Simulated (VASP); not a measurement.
Write the native input for VASP 6.6.1 that does the following.

- Task: single point
- Functional: PBEsol
- Potentials or basis: VASP PAW PBE potentials, release 64 (Ag, Ir)
- Cutoff: 520 eV
- k mesh: 4 × 4 × 4
- Occupations: gaussian, width 0.1 eV
- Spin: no spin polarisation
- Dipole correction: no
- Further INCAR settings: LREAL = Auto; ALGO = Fast; EDIFF = 1e-06; NBANDS = 94; ISYM = 0

The structure of AgIr lies in POSCAR:

```
AgIr
1.0
   -3.9328364465      4.0104267163     -4.0104313767
    3.9328357362      3.8794199354      3.8794262889
    3.9328349588     -3.8794204499     -3.8794249924
Ag Ir
8 8
Direct
    0.2504169722      0.9995195666      0.7517553773
    0.9998306597      0.2501888358      0.7505024144
    0.9998295569      0.5001878544      0.5005014895
    0.7492439815      0.0008556371      0.2492459077
    0.9998294987      0.0001838260      0.0004985450
    0.9998303495      0.7501845343      0.2504979385
    0.7492400919      0.2489271866      0.0011677736
    0.2504242470      0.7514456960     -0.0001662296
    0.4998294607      0.0001860721      0.5005016511
    0.7250710186      0.4888101197      0.7371174461
    0.2745864332      0.2635688568      0.5118738005
    0.4998297383      0.7324901476      0.7328029389
    0.4998298759      0.2678833289      0.2681959553
    0.7250723173      0.7368047846      0.4891237550
    0.2745862551      0.5115605724      0.2638822088
    0.4998320944      0.5001854569      0.0005010426
```

The input as run:

INCAR

```
PREC = Accurate ; ENCUT = 520
EDIFF = 1E-6 ; ISMEAR = 0
SIGMA = 0.1 ; LREAL = Auto
LASPH = True ; NELM = 80
ALGO = Fast ; ISIF = 2
LWAVE = False ; LCHARG = True
GGA = PS ; LELF = True
LVHAR = True ; NBANDS = 94
ISYM = 0
```

KPOINTS

```
regular mesh
0
Gamma
  4 4 4
```

Potentials or basis: VASP PAW PBE potentials, release 64 (Ag, Ir).

Run with:

```sh
$ cat potpaw_PBE.64/Ag/POTCAR potpaw_PBE.64/Ir/POTCAR > POTCAR
$ mpirun -np 1 vasp_std > vasp.out
```

Results of the run:

* Pressure: 0.2 GPa
* Largest force: 0.088 eV/Å
* Band gap on the k mesh: zero (bands 80 and 81 overlap by 0.68 eV)

Caveat: the PAW data sets were made with another functional, which shifts forces and pressure a little; spin-orbit coupling is left out, which moves the levels of the heavy elements.

Wall time 28 min on 1 thread of Intel(R) Xeon(R) Platinum 8488C (Sapphire Rapids), with other jobs on the host, peak memory 0.68 GiB.
